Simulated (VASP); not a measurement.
# RbBr (Fm-3m) in VASP: single point with PBEsol

Aim: the single point of RbBr with PBEsol.

Program: VASP 6.6.1. These are calculated values, not measurements. Logs are shortened: lines on timing, memory, paths and dates and some standing lists are left out, and cuts for length are marked.

### 1 The cell of the first run

Symmetry: Fm-3m, No. 225, cubic system. Conventional cell: a = 6.855 Å, b = 6.855 Å, c = 6.855 Å, α = 90.00°, β = 90.00°, γ = 90.00°. Rb (site symmetry m-3m) has 6 Br at 3.43 Å within 4.5 Å. Within 4.5 Å of Br (site symmetry m-3m) lie 6 Rb at 3.43 Å.

### 2 Single point, PBEsol

INCAR reads:

```
SYSTEM = RbBr
ALGO = Normal ; EDIFF = 1E-6
ENCUT = 520 ; GGA = PS
ISIF = 2 ; ISMEAR = 0
LASPH = .TRUE. ; LCHARG = .FALSE.
LREAL = .FALSE. ; LWAVE = .FALSE.
NBANDS = 15 ; NELM = 80
PREC = Accurate ; SIGMA = 0.05
```

KPOINTS reads:

```
k-points
0
G
  6 6 6
  0 0 0
```

POSCAR reads:

```
RbBr
1.0
    0.0000000000      3.4275000000      3.4275000000
    3.4275000000      0.0000000000      3.4275000000
    3.4275000000      3.4275000000      0.0000000000
Rb Br
1 1
Direct
    0.0000000000      0.0000000000      0.0000000000
    0.5000000000      0.5000000000      0.5000000000
```

Potentials or basis: VASP PAW PBE potentials, release 64 (Rb_sv, Br).

Run with:

```bash
$ cat potpaw_PBE.64/Rb_sv/POTCAR potpaw_PBE.64/Br/POTCAR > POTCAR
$ mpirun -np 1 vasp_std > vasp.out
```

OUTCAR:

```text
SYSTEM = RbBr
   EDIFF = 1E-6
   ENCUT = 520
   GGA = PS
   ISIF = 2
   ISMEAR = 0
   LASPH = .TRUE.
   LREAL = .FALSE.
   NELM = 80
   PREC = Accurate

 ion  position               nearest neighbor table
   1  0.000  0.000  0.000-   2 3.43   2 3.43   2 3.43   2 3.43   2 3.43   2 3.43
   2  0.500  0.500  0.500-   1 3.43   1 3.43   1 3.43   1 3.43   1 3.43   1 3.43

  LATTYP: Found a face centered cubic cell.
 ALAT       =     6.8550000000

  Lattice vectors:

 A1 = (   0.0000000000,   3.4275000000,   3.4275000000)
 A2 = (   3.4275000000,   0.0000000000,   3.4275000000)
 A3 = (   3.4275000000,   3.4275000000,   0.0000000000)

Analysis of symmetry for initial positions (statically):
=====================================================================
 Subroutine PRICEL returns:
 Original cell was already a primitive cell.

 Routine SETGRP: Setting up the symmetry group for a
 face centered cubic supercell.

 Subroutine GETGRP returns: Found 48 space group operations
 (whereof 48 operations were pure point group operations)
 out of a pool of 48 trial point group operations.

The static configuration has the point symmetry O_h .

Analysis of symmetry for dynamics (positions and initial velocities):
=====================================================================
 Subroutine PRICEL returns:
 Original cell was already a primitive cell.

 Routine SETGRP: Setting up the symmetry group for a
 face centered cubic supercell.

 Subroutine GETGRP returns: Found 48 space group operations
 (whereof 48 operations were pure point group operations)
 out of a pool of 48 trial point group operations.

The dynamic configuration has the point symmetry O_h .

 Subroutine INISYM returns: Found 48 space group operations
 (whereof 48 operations are pure point group operations),
 and found     1 'primitive' translations

----------------------------------------------------------------------------------------

                                     Primitive cell

  volume of cell :      80.5309

  direct lattice vectors                    reciprocal lattice vectors
     0.000000000  3.427500000  3.427500000    -0.145878920  0.145878920  0.145878920
     3.427500000  0.000000000  3.427500000     0.145878920 -0.145878920  0.145878920
     3.427500000  3.427500000  0.000000000     0.145878920  0.145878920 -0.145878920

  length of vectors
     4.847216985  4.847216985  4.847216985     0.252669702  0.252669702  0.252669702

  position of ions in fractional coordinates (direct lattice)
     0.000000000  0.000000000  0.000000000
     0.500000000  0.500000000  0.500000000

  ion indices of the primitive-cell ions
   primitive index   ion index
                 1           1
                 2           2

----------------------------------------------------------------------------------------

 KPOINTS: k-points

Automatic generation of k-mesh.
 Grid dimensions read from file:
 generate k-points for:    6    6    6

 Generating k-lattice:

  Cartesian coordinates                     Fractional coordinates (reciprocal lattice)
    -0.024313153  0.024313153  0.024313153     0.166666667  0.000000000  0.000000000
     0.024313153 -0.024313153  0.024313153     0.000000000  0.166666667  0.000000000
     0.024313153  0.024313153 -0.024313153     0.000000000  0.000000000  0.166666667

  Length of vectors
     0.042111617  0.042111617  0.042111617

  Shift w.r.t. Gamma in fractional coordinates (k-lattice)
     0.000000000  0.000000000  0.000000000

 Subroutine IBZKPT returns following result:
 ===========================================

 Found     16 irreducible k-points:

 Following reciprocal coordinates:
            Coordinates               Weight
  0.000000  0.000000  0.000000      1.000000
  0.166667  0.000000  0.000000      8.000000
  0.333333  0.000000  0.000000      8.000000
  0.500000  0.000000  0.000000      4.000000
  0.166667  0.166667  0.000000      6.000000
  0.333333  0.166667  0.000000     24.000000
[... 8 lines left out ...]
 -0.333333  0.333333  0.166667     24.000000
 -0.333333  0.500000  0.166667     12.000000
   k-points           NKPTS =     16   k-points in BZ     NKDIM =     16   number of bands    NBANDS=     15
   number of dos      NEDOS =    301   number of ions     NIONS =      2
   total plane-waves  NPLWV =  46656
   dimension x,y,z NGX =    36 NGY =   36 NGZ =   36
   dimension x,y,z NGXF=    72 NGYF=   72 NGZF=   72
   ions per type =               1   1
   NGX,Y,Z   is equivalent  to a cutoff of  12.35, 12.35, 12.35 a.u.
   NGXF,Y,Z  is equivalent  to a cutoff of  24.69, 24.69, 24.69 a.u.
 SYSTEM =  RbBr
   PREC   = accura    normal or accurate (medium, high low for compatibility)
   ISTART =      0    job   : 0-new  1-cont  2-samecut
   ICHARG =      2    charge: 1-file 2-atom 10-const
   ISPIN  =      1    spin polarized calculation?
   LNONCOLLINEAR =      F non collinear calculations
   LSORBIT =      F    spin-orbit coupling
   LASPH  =      T    aspherical Exc in radial PAW
   ENCUT  =  520.0 eV  38.22 Ry    6.18 a.u.   9.01  9.01  9.01*2*pi/ulx,y,z
   NELM   =     80;   NELMIN=  2; NELMDL= -5     # of ELM steps
   EDIFF  = 0.1E-05   stopping-criterion for ELM
   LREAL  =      F    real-space projection
   EDIFFG = 0.1E-04   stopping-criterion for IOM
   NSW    =      0    number of steps for IOM
   IBRION =     -1    ionic relax: 0-MD 1-quasi-New 2-CG
   NFREE  =      0    steps in history (QN), initial steepest desc. (CG)
   ISIF   =      2    stress and relaxation
   ISYM   =      2    0-nonsym 1-usesym 2-fastsym
   POTIM  = 0.5000    time-step for ionic-motion
   TEBEG  =    0.0;   TEEND  =   0.0 temperature during run
   PSTRESS=    0.0 pullay stress
   NELECT =      16.0000    total number of electrons
   NUPDOWN=      -1.0000    fix difference up-down
   EMIN   =  10.00;   EMAX   =-10.00  energy-range for DOS
   EFERMI =   0.00;   METHOD = LEGACY
   ISMEAR =     0;   SIGMA  =   0.05  broadening in eV -4-tet -1-fermi 0-gaus
   EFERMI_NEDOS =   21; number of points for ismear=-14 and -15
   IALGO  =     38    algorithm
   IMIX   =      4    mixing-type and parameters
     AMIX     =   0.40;   BMIX     =  1.00
     AMIX_MAG =   1.60;   BMIX_MAG =  1.00
  volume/ion in A,a.u.               =      40.27       271.72
  Fermi-wavevector in a.u.,A,eV,Ry     =   0.955273  1.805204 12.415941  0.912546
  Thomas-Fermi vector in A             =   2.084095
   LORBIT       =      0    0 simple, 1 ext, 2 COOP (PROOUT), +10 PAW based schemes
   GGA     = PS    functional components
   LHFCALC =     F    Hartree Fock is set to
   AEXX    =    0.0000 exact exchange contribution
   IVDW    =     0    specifies the selected vdW correction
   LEPSILON=     F    determine dielectric tensor
   LRPA    =     F    only Hartree local field effects (RPA)
 non-spin polarized calculation
 Gauss-broadening in eV      SIGMA  =   0.05
  energy-cutoff  :      520.00
  volume of cell :       80.53
 maximum number of plane-waves:      2200
   NGX = 17   NGY = 17   NGZ = 17

 number of electron      15.9999999 magnetization

 Free energy of the ion-electron system (eV)
  ---------------------------------------------------
  ext. energy  EPLUGINS =         0.00000000
  ---------------------------------------------------
  free energy    TOTEN  =        -6.35538095 eV

  energy without entropy =       -6.35538095  energy(sigma->0) =       -6.35538095

 E-fermi :  -1.5603     XC(G=0):  -7.4035

 val. band max:       -1.8468827088   @ k =   0.0000   0.0000   0.0000
 cond. band min:       2.3637554079   @ k =   0.0000   0.0000   0.0000
 fundamental gap:      4.2106381167
 Fermi energy:        -1.5603417984

 k-point     1 :       0.0000    0.0000    0.0000
  band No.  band energies     occupation
      1     -26.2029      2.00000
      2     -14.0396      2.00000
      3     -10.2904      2.00000
      4     -10.2904      2.00000
      5     -10.2904      2.00000
      6      -1.8469      2.00000
      7      -1.8469      2.00000
      8      -1.8469      2.00000
      9       2.3638      0.00000
     10       5.3535      0.00000
     11       5.3535      0.00000
     12       5.3535      0.00000
     13       6.2442      0.00000
     14       6.2442      0.00000
     15       8.9572      0.00000

 k-point     2 :       0.1667    0.0000    0.0000
  band No.  band energies     occupation
      1     -26.2005      2.00000
      2     -14.0502      2.00000
      3     -10.2924      2.00000
      4     -10.2924      2.00000
      5     -10.2789      2.00000
      6      -2.1621      2.00000
      7      -1.9442      2.00000
      8      -1.9442      2.00000
      9       3.0126      0.00000
     10       5.2064      0.00000
     11       5.6840      0.00000
     12       5.6840      0.00000
     13       6.6537      0.00000
     14       6.6537      0.00000
     15       9.9728      0.00000

 k-point     3 :       0.3333    0.0000    0.0000
  band No.  band energies     occupation
      1     -26.1956      2.00000
      2     -14.0710      2.00000
      3     -10.2963      2.00000
      4     -10.2963      2.00000
      5     -10.2562      2.00000
      6      -2.6563      2.00000
      7      -2.1257      2.00000
      8      -2.1257      2.00000
      9       4.2629      0.00000
     10       5.3519      0.00000
     11       6.6044      0.00000
     12       6.6044      0.00000
     13       7.6737      0.00000
     14       7.6737      0.00000
     15       9.6738      0.00000
[... 199 lines left out ...]
 k-point    15 :      -0.3333    0.3333    0.1667
  band No.  band energies     occupation
      1     -26.1911      2.00000
      2     -14.0303      2.00000
      3     -10.3916      2.00000
      4     -10.3833      2.00000
      5     -10.2730      2.00000
      6      -2.5066      2.00000
      7      -2.2063      2.00000
      8      -2.1826      2.00000
      9       5.0664      0.00000
     10       5.2923      0.00000
     11       6.6073      0.00000
     12       6.8668      0.00000
     13       8.3164      0.00000
     14       8.9869      0.00000
     15       9.0810      0.00000

 k-point    16 :      -0.3333    0.5000    0.1667
  band No.  band energies     occupation
      1     -26.1904      2.00000
      2     -14.0059      2.00000
      3     -10.4503      2.00000
      4     -10.3932      2.00000
      5     -10.2957      2.00000
      6      -2.2752      2.00000
      7      -2.2702      2.00000
      8      -2.1173      2.00000
      9       4.3540      0.00000
     10       5.9136      0.00000
     11       6.0235      0.00000
     12       7.0111      0.00000
     13       8.0842      0.00000
     14       9.0064      0.00000
     15       9.4240      0.00000

------------------------ aborting loop because EDIFF is reached ----------------------------------------

  FORCE on cell =-STRESS in cart. coord.  units (eV):
  Direction    XX          YY          ZZ          XY          YZ          ZX
  --------------------------------------------------------------------------------------
  -------------------------------------------------------------------------------------
  Total       -0.0157140     -0.0157140     -0.0157140      0.0000000      0.0000000      0.0000000
  in kB       -0.3126339     -0.3126339     -0.3126339      0.0000000      0.0000000      0.0000000
  external PRESSURE =      -0.3126339 kB  Pullay stress =       0.0000000 kB

 VOLUME and BASIS-vectors are now :
 -----------------------------------------------------------------------------
  energy-cutoff  :      520.00
  volume of cell :       80.53
      direct lattice vectors                 reciprocal lattice vectors
     0.000000000  3.427500000  3.427500000    -0.145878920  0.145878920  0.145878920
     3.427500000  0.000000000  3.427500000     0.145878920 -0.145878920  0.145878920
     3.427500000  3.427500000  0.000000000     0.145878920  0.145878920 -0.145878920

 POSITION                                       TOTAL-FORCE (eV/Angst)
 -----------------------------------------------------------------------------------
      0.00000      0.00000      0.00000         0.000000      0.000000      0.000000
      3.42750      3.42750      3.42750        -0.000000     -0.000000     -0.000000
 -----------------------------------------------------------------------------------
    total drift:                                0.000000      0.000000      0.000000

  FREE ENERGIE OF THE ION-ELECTRON SYSTEM (eV)
  ---------------------------------------------------
  free  energy   TOTEN  =        -6.3553809517 eV

  energy  without entropy=       -6.3553809517  energy(sigma->0) =       -6.35538095
```

Wall time 16 s (1 thread of Intel Xeon Platinum 8375C at 2.90GHz (Ice Lake), shared host); peak memory 0.2 GiB.

What came out:

```yaml
Free_energy: -6.3554 eV
Pressure: 0.0 GPa
Band_gap_on_the_k_mesh: 4.21 eV, direct
```

Caveat: the PAW data sets were made with another functional, which shifts forces and pressure a little. A hybrid or GW would open this gap; PBEsol tends to underestimate it.
